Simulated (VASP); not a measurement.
Write the native input for VASP 6.6.1 that does the following.

```
Task                   : single point
Functional             : PBE
Potentials or basis    : VASP PAW PBE potentials, release 64 (Ta_pv)
Cutoff                 : 500 eV
k mesh                 : 7 × 7 × 7
Occupations            : gaussian, width 0.05 eV
Spin                   : no spin polarisation
Dipole correction      : no
Further INCAR settings : ALGO = Normal; EDIFF = 1e-06; NBANDS = 18
```

The structure of Ta lies in POSCAR:

```
Ta
1.0
    0.0000000000      2.8554774822      2.8554774822
    2.8554774822      0.0000000000      2.8554774822
    2.8554774822      2.8554774822      0.0000000000
Ta
2
Direct
    1.0000000000      1.0000000000      1.0000000000
    0.2500000000      0.2500000000      0.2500000000
```

This isn't the form of Ta at room conditions, which is bcc.

The input as run:

INCAR

```
SYSTEM = Ta
PREC = Accurate ; ENCUT = 500
EDIFF = 1E-6 ; ISMEAR = 0
SIGMA = 0.05 ; LREAL = .False.
LASPH = .True. ; NELM = 120
ALGO = Normal ; ISIF = 2
LWAVE = .False. ; LCHARG = .False.
GGA = PE ; NBANDS = 18
GGA_COMPAT = .False.
```

KPOINTS

```
Automatic mesh
0
Gamma
  7 7 7
  0 0 0
```

Potentials or basis: VASP PAW PBE potentials, release 64 (Ta_pv).

The run is started by

```console
$ cat potpaw_PBE.64/Ta_pv/POTCAR > POTCAR
$ mpirun -np 1 vasp_std > vasp.out
```

Results of the run:

* Pressure: 20.4 GPa
* Band gap on the k mesh: zero (bands 11 and 12 overlap by 0.52 eV)

Caveat: the cell stands under pressure; spin-orbit coupling is left out, which moves the levels of the heavy elements.

Run time: 7 s on 1 thread of Intel(R) Xeon(R) 6975P-C (Granite Rapids), on a shared host, peak memory 0.17 GiB.
